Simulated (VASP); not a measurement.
Wanted: the native input for a VASP 6.6.1 run.

```
Task                   : relaxation of cell and atoms
Functional             : BLYP
Potentials or basis    : VASP PAW PBE potentials, release 64 (Co)
Cutoff                 : 600 eV
k mesh                 : 14 × 14 × 8
Occupations            : fermi-dirac, width 0.05 eV
Spin                   : collinear spin, ferromagnetic start
Starting moments       : [1.7, 1.7] μB
Dipole correction      : no
Further INCAR settings : ALGO = Normal; EDIFF = 1e-07; IBRION = 2; EDIFFG = -0.01; NSW = 80; ISIF = 3
```

The structure of Co lies in POSCAR:

```
Co
1.0
    2.5070990085      0.0000000000      0.0000000000
   -1.2535495042      2.1712114311      0.0000000000
    0.0000000000      0.0000000000      4.0686000000
Co
2
Direct
    0.3333333333      0.6666666667      0.2500000000
    0.6666666667      0.3333333333      0.7500000000
```

The input as run:

INCAR

```
  PREC = Accurate
  ENCUT = 600
  EDIFF = 1E-7
  ISMEAR = -1
  SIGMA = 0.05
  LREAL = False
  LASPH = True
  NELM = 150
  ALGO = Normal
  ISIF = 3
  LWAVE = False
  LCHARG = False
  ISPIN = 2
  MAGMOM = 1.7 1.7
  LORBIT = 11
  LMAXMIX = 4
  GGA = B5
  ALDAX = 1.0
  AGGAX = 1.0
  AGGAC = 1.0
  ALDAC = 0.0
  IBRION = 2
  NSW = 80
  EDIFFG = -0.01
```

KPOINTS

```
Automatic mesh
0
Gamma
  14 14 8
```

Potentials or basis: VASP PAW PBE potentials, release 64 (Co).

Command:

```console
$ cat potpaw_PBE.64/Co/POTCAR > POTCAR
$ mpirun -np 1 vasp_std > vasp.out
```

Results of the run:

The relaxed volume is 11.31 Å³/atom, the relaxed cell is a = 2.529 Å, b = 2.529 Å, c = 4.084 Å, α = 90.00°, β = 90.00°, γ = 120.00° and the space group after relaxing (to 0.05 Å) is P6_3/mmc (No. 194). The energy gained by relaxing is 3.0 meV/atom, the ionic steps are 5 and the pressure after relaxing is 0.0 GPa. The net moment is 3.16 μB per cell and the site moments are Co +1.60 μB. The valence electrons inside the program's atomic spheres are Co 8.23.

Caveat: the PAW data sets were made with another functional, which shifts forces and pressure a little.

It took 4.6 min on 1 thread of Intel Xeon 6975P-C, on a shared host, peak memory 0.21 GiB.
